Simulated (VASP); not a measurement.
# Li (Im-3m) in VASP: single point with revPBE

Aim: the single point of Li with revPBE.

Everything below comes from runs of VASP 6.6.1. Logs are shortened: lines on timing, memory, paths and dates and some standing lists are left out, and cuts for length are marked.

## (1) The cell of the first run

It takes space group Im-3m (No. 229, cubic). The conventional cell has a = 3.509 Å, b = 3.509 Å, c = 3.509 Å, α = 90.00°, β = 90.00°, γ = 90.00°. Within 4.0 Å of Li (site symmetry m-3m) lie 14 Li at 3.04 to 3.51 Å.

## (2) Single point, revPBE

INCAR

```
SYSTEM = Li
  PREC = Accurate
  ENCUT = 750
  EDIFF = 1E-6
  ISMEAR = -1
  SIGMA = 0.1
  LREAL = .FALSE.
  LASPH = .TRUE.
  NELM = 120
  ALGO = Normal
  ISIF = 2
  LWAVE = .FALSE.
  LCHARG = .FALSE.
  GGA = RE
  NBANDS = 8
  GGA_COMPAT = .FALSE.
```

KPOINTS

```
regular mesh
0
G
  8 8 8
  0 0 0
```

POSCAR

```
Li
1.0
    3.0391430000      0.0000000000      0.0000000000
   -1.0130476349      2.8653315103      0.0000000000
   -1.0130476349     -1.4326656878      2.4814499170
Li
1
Direct
    0.0000000000      0.0000000000      0.0000000000
```

Potentials or basis: VASP PAW PBE potentials, release 64 (Li_sv).

Command:

```console
$ cat potpaw_PBE.64/Li_sv/POTCAR > POTCAR
$ mpirun -np 1 vasp_std > vasp.out
```

OUTCAR:

```text
SYSTEM = Li
   PREC = Accurate
   ENCUT = 750
   EDIFF = 1E-6
   ISMEAR = -1
   LREAL = .FALSE.
   LASPH = .TRUE.
   NELM = 120
   ISIF = 2
   GGA = RE

 ion  position               nearest neighbor table
   1  0.000  0.000  0.000-

  LATTYP: Found a body centered cubic cell.
 ALAT       =     3.5093000583

  Lattice vectors:

 A1 = (   3.0391430000,   0.0000000000,   0.0000000000)
 A2 = (  -1.0130476349,   2.8653315103,   0.0000000000)
 A3 = (  -1.0130476349,  -1.4326656878,   2.4814499170)

Analysis of symmetry for initial positions (statically):
=====================================================================
 Subroutine PRICEL returns:
 Original cell was already a primitive cell.

 Routine SETGRP: Setting up the symmetry group for a
 body centered cubic supercell.

 Subroutine GETGRP returns: Found 48 space group operations
 (whereof 48 operations were pure point group operations)
 out of a pool of 48 trial point group operations.

The static configuration has the point symmetry O_h .

Analysis of symmetry for dynamics (positions and initial velocities):
=====================================================================
 Subroutine PRICEL returns:
 Original cell was already a primitive cell.

 Routine SETGRP: Setting up the symmetry group for a
 body centered cubic supercell.

 Subroutine GETGRP returns: Found 48 space group operations
 (whereof 48 operations were pure point group operations)
 out of a pool of 48 trial point group operations.

The dynamic configuration has the point symmetry O_h .

 Subroutine INISYM returns: Found 48 space group operations
 (whereof 48 operations are pure point group operations),
 and found     1 'primitive' translations

----------------------------------------------------------------------------------------

                                     Primitive cell

  volume of cell :      21.6088

  direct lattice vectors                    reciprocal lattice vectors
     3.039143000  0.000000000  0.000000000     0.329040127  0.116333249  0.201495091
    -1.013047635  2.865331510  0.000000000     0.000000000  0.348999757  0.201495091
    -1.013047635 -1.432665688  2.481449917     0.000000000  0.000000000  0.402990201

  length of vectors
     3.039143000  3.039143000  3.039143000     0.402990201  0.402990201  0.402990201

  position of ions in fractional coordinates (direct lattice)
     0.000000000  0.000000000  0.000000000

  ion indices of the primitive-cell ions
   primitive index   ion index
                 1           1

----------------------------------------------------------------------------------------

 KPOINTS: regular mesh

Automatic generation of k-mesh.
 Grid dimensions read from file:
 generate k-points for:    8    8    8

 Generating k-lattice:

  Cartesian coordinates                     Fractional coordinates (reciprocal lattice)
     0.041130016  0.014541656  0.025186886     0.125000000  0.000000000  0.000000000
     0.000000000  0.043624970  0.025186886     0.000000000  0.125000000  0.000000000
     0.000000000  0.000000000  0.050373775     0.000000000  0.000000000  0.125000000

  Length of vectors
     0.050373775  0.050373775  0.050373775

  Shift w.r.t. Gamma in fractional coordinates (k-lattice)
     0.000000000  0.000000000  0.000000000

 Subroutine IBZKPT returns following result:
 ===========================================

 Found     29 irreducible k-points:

 Following reciprocal coordinates:
            Coordinates               Weight
  0.000000  0.000000  0.000000      1.000000
  0.125000  0.000000  0.000000     12.000000
  0.250000  0.000000  0.000000     12.000000
  0.375000 -0.000000  0.000000     12.000000
  0.500000  0.000000  0.000000      6.000000
  0.125000  0.125000  0.000000     24.000000
[... 16 lines left out ...]
 -0.250000  0.250000  0.250000      6.000000
 -0.375000  0.375000  0.250000     24.000000
 [... further k-points ...]
   k-points           NKPTS =     29   k-points in BZ     NKDIM =     29   number of bands    NBANDS=      8
   number of dos      NEDOS =    301   number of ions     NIONS =      1
   total plane-waves  NPLWV =  21952
   dimension x,y,z NGX =    28 NGY =   28 NGZ =   28
   dimension x,y,z NGXF=    56 NGYF=   56 NGZF=   56
   ions per type =               1
   NGX,Y,Z   is equivalent  to a cutoff of  15.32, 15.32, 15.32 a.u.
   NGXF,Y,Z  is equivalent  to a cutoff of  30.63, 30.63, 30.63 a.u.
 SYSTEM =  Li
   PREC   = accura    normal or accurate (medium, high low for compatibility)
   ISTART =      0    job   : 0-new  1-cont  2-samecut
   ICHARG =      2    charge: 1-file 2-atom 10-const
   ISPIN  =      1    spin polarized calculation?
   LNONCOLLINEAR =      F non collinear calculations
   LSORBIT =      F    spin-orbit coupling
   LASPH  =      T    aspherical Exc in radial PAW
   ENCUT  =  750.0 eV  55.12 Ry    7.42 a.u.   6.79  6.79  6.79*2*pi/ulx,y,z
   NELM   =    120;   NELMIN=  2; NELMDL= -5     # of ELM steps
   EDIFF  = 0.1E-05   stopping-criterion for ELM
   LREAL  =      F    real-space projection
   EDIFFG = 0.1E-04   stopping-criterion for IOM
   NSW    =      0    number of steps for IOM
   IBRION =     -1    ionic relax: 0-MD 1-quasi-New 2-CG
   NFREE  =      0    steps in history (QN), initial steepest desc. (CG)
   ISIF   =      2    stress and relaxation
   ISYM   =      2    0-nonsym 1-usesym 2-fastsym
   POTIM  = 0.5000    time-step for ionic-motion
   TEBEG  =    0.0;   TEEND  =   0.0 temperature during run
   PSTRESS=    0.0 pullay stress
   NELECT =       3.0000    total number of electrons
   NUPDOWN=      -1.0000    fix difference up-down
   EMIN   =  10.00;   EMAX   =-10.00  energy-range for DOS
   EFERMI =   0.00;   METHOD = LEGACY
   ISMEAR =    -1;   SIGMA  =   0.10  broadening in eV -4-tet -1-fermi 0-gaus
   EFERMI_NEDOS =   21; number of points for ismear=-14 and -15
   IALGO  =     38    algorithm
   IMIX   =      4    mixing-type and parameters
     AMIX     =   0.40;   BMIX     =  1.00
     AMIX_MAG =   1.60;   BMIX_MAG =  1.00
  volume/ion in A,a.u.               =      21.61       145.82
  Fermi-wavevector in a.u.,A,eV,Ry     =   0.847692  1.601906  9.776897  0.718582
  Thomas-Fermi vector in A             =   1.963238
   LORBIT       =      0    0 simple, 1 ext, 2 COOP (PROOUT), +10 PAW based schemes
   GGA     = RE    functional components
   LHFCALC =     F    Hartree Fock is set to
   AEXX    =    0.0000 exact exchange contribution
   IVDW    =     0    specifies the selected vdW correction
   LEPSILON=     F    determine dielectric tensor
   LRPA    =     F    only Hartree local field effects (RPA)
 non-spin polarized calculation
  energy-cutoff  :      750.00
  volume of cell :       21.61
 maximum number of plane-waves:      1048
   NGX = 13   NGY = 13   NGZ = 13

 number of electron       2.9999999 magnetization

 Free energy of the ion-electron system (eV)
  ---------------------------------------------------
  ext. energy  EPLUGINS =         0.00000000
  ---------------------------------------------------
  free energy    TOTEN  =        -1.81109803 eV

  energy without entropy =       -1.78952449  energy(sigma->0) =       -1.80031126

 E-fermi :   0.5432     XC(G=0):  -6.8123

 val. band max:        0.4864203143   @ k =   0.2500   0.2500   0.0000
 cond. band min:       0.6222369607   @ k =   0.3750   0.1250   0.0000
 fundamental gap:      0.1358166464
 Fermi energy:         0.5432075941

 k-point     1 :       0.0000    0.0000    0.0000
  band No.  band energies     occupation
      1     -46.2651      2.00000
      2      -2.9825      2.00000
      3      14.6931      0.00000
      4      14.6931      0.00000
      5      14.6931      0.00000
      6      19.1109      0.00000
      7      19.1109      0.00000
      8      19.1109      0.00000

 k-point     2 :       0.1250    0.0000    0.0000
  band No.  band energies     occupation
      1     -46.2631      2.00000
      2      -2.6920      2.00000
      3      12.7212      0.00000
      4      13.5290      0.00000
      5      14.1930      0.00000
      6      16.9857      0.00000
      7      17.0326      0.00000
      8      18.9503      0.00000

 k-point     3 :       0.2500    0.0000    0.0000
  band No.  band energies     occupation
      1     -46.2579      2.00000
      2      -1.8194      2.00000
      3       8.8753      0.00000
      4      11.9530      0.00000
      5      13.1246      0.00000
      6      15.1062      0.00000
      7      16.5525      0.00000
      8      19.4193      0.00000

 k-point     4 :       0.3750   -0.0000    0.0000
  band No.  band energies     occupation
      1     -46.2528      2.00000
      2      -0.4140      1.99986
      3       5.4536      0.00000
      4      10.9190      0.00000
      5      12.2679      0.00000
      6      13.9695      0.00000
      7      16.7054      0.00000
      8      20.9154      0.00000

 k-point     5 :       0.5000    0.0000    0.0000
  band No.  band energies     occupation
      1     -46.2507      2.00000
      2       0.7898      0.15663
      3       3.5608      0.00000
      4      10.5667      0.00000
      5      11.9592      0.00000
      6      13.5899      0.00000
      7      16.8631      0.00000
      8      22.2701      0.00000
[... 177 lines left out ...]
 k-point    22 :       0.2500    0.2500    0.2500
  band No.  band energies     occupation
      1     -46.2496      2.00000
      2       3.7999      0.00000
      3       3.7999      0.00000
      4       3.7999      0.00000
      5       8.4566      0.00000
      6      23.3307      0.00000
      7      23.3308      0.00000
      8      23.3308      0.00000

 k-point    23 :      -0.2500    0.2500    0.2500
  band No.  band energies     occupation
      1     -46.2518      2.00000
      2      -0.6159      1.99998
      3       8.7824      0.00000
      4       8.7824      0.00000
      5      11.0198      0.00000
      6      12.6860      0.00000
      7      20.5551      0.00000
      8      20.5551      0.00000

 k-point    24 :      -0.3750    0.3750    0.2500
  band No.  band energies     occupation
      1     -46.2474      2.00000
      2       0.8607      0.08022
      3       6.2053      0.00000
      4       7.6998      0.00000
      5      10.8931      0.00000
      6      12.8517      0.00000
      7      17.1432      0.00000
      8      20.1311      0.00000

 [... further k-points ...]
[... 5 lines left out ...]
  --------------------------------------------------------------------------------------
  -------------------------------------------------------------------------------------
  Total       -0.0501383     -0.0501383     -0.0501383     -0.0000000     -0.0000000     -0.0000000
  in kB       -3.7174822     -3.7174823     -3.7174824     -0.0000000     -0.0000001     -0.0000001
  external PRESSURE =      -3.7174823 kB  Pullay stress =       0.0000000 kB

 VOLUME and BASIS-vectors are now :
 -----------------------------------------------------------------------------
  energy-cutoff  :      750.00
  volume of cell :       21.61
      direct lattice vectors                 reciprocal lattice vectors
     3.039143000  0.000000000  0.000000000     0.329040127  0.116333249  0.201495091
    -1.013047635  2.865331510  0.000000000     0.000000000  0.348999757  0.201495091
    -1.013047635 -1.432665688  2.481449917     0.000000000  0.000000000  0.402990201

 POSITION                                       TOTAL-FORCE (eV/Angst)
 -----------------------------------------------------------------------------------
      0.00000      0.00000      0.00000         0.000000      0.000000      0.000000
 -----------------------------------------------------------------------------------
    total drift:                               -0.000000      0.000000     -0.000000

  FREE ENERGIE OF THE ION-ELECTRON SYSTEM (eV)
  ---------------------------------------------------
  free  energy   TOTEN  =        -1.8110980294 eV

  energy  without entropy=       -1.7895244931  energy(sigma->0) =       -1.80031126
```

It took 5.9 s on 1 thread of Intel Xeon 6975P-C, shared host; peak memory 0.14 GiB.

What came out:

* Free energy: -1.8111 eV
* Pressure: -0.4 GPa

Caveat: the PAW data sets were made with another functional, which shifts forces and pressure a little.
